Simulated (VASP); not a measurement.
SiO2: single point with LDA

Crystal: SiO2.

```
CELL_PARAMETERS angstrom
4.22990 0.00000 0.00000
0.00000 4.22990 0.00000
0.00000 0.00000 2.85290
ATOMIC_POSITIONS crystal
Si 0.50000 0.50000 0.50000
Si 0.00000 0.00000 0.00000
O 0.69443 0.69443 0.00000
O 0.19443 0.80557 0.50000
O 0.30557 0.30557 0.00000
O 0.80557 0.19443 0.50000
```

```json
{
 "Program": "VASP 6.6.1",
 "Task": "single point",
 "Functional": "LDA",
 "Potentials or basis": "VASP PAW LDA potentials, release 64 (Si, O)",
 "Cutoff": "520 eV",
 "k mesh": "6 × 6 × 8",
 "Occupations": "gaussian, width 0.05 eV",
 "Spin": "no spin polarisation"
}
```

```
Pressure               : -29.0 GPa
Largest force          : 0.128 eV/Å
Band gap on the k mesh : 3.81 eV, direct
```

Forces in eV/Å, atoms in the order of the input:
```
Si   0.000  0.000  0.000
Si   0.000  0.000  0.000
O   -0.090 -0.090  0.000
O   -0.090  0.090  0.000
O    0.090  0.090  0.000
O    0.090 -0.090  0.000
```

Stress tensor (GPa, compression positive):
```
-21.24   0.00   0.00
  0.00 -21.24   0.00
  0.00   0.00 -44.50
```

Levels at points of the mesh, in eV from the valence-band top:
```tsv
k point	band 14	band 15	band 16	band 17	band 18	band 19
(0.00, 0.00, 0.00)	-0.78	-0.78	0.00	3.81	5.34	6.88
(0.50, 0.00, 0.00)	-2.67	-0.93	-0.93	6.06	6.06	7.53
(0.50, 0.50, 0.00)	-2.67	-1.85	-1.85	5.78	5.78	8.49
(0.00, 0.00, 0.50)	-2.88	-2.35	-2.35	7.76	7.76	11.42
(0.50, 0.00, 0.50)	-1.99	-1.53	-1.53	7.65	7.65	9.15
(0.50, 0.50, 0.50)	-1.47	-1.33	-1.33	6.04	6.04	10.30
```

It took 37 s on 1 thread of Intel Xeon 6975P-C, on a shared host, peak memory 0.17 GiB.

A k mesh can miss the band edges. Expect the measured gap to be larger: semilocal functionals such as LDA lack the derivative discontinuity.
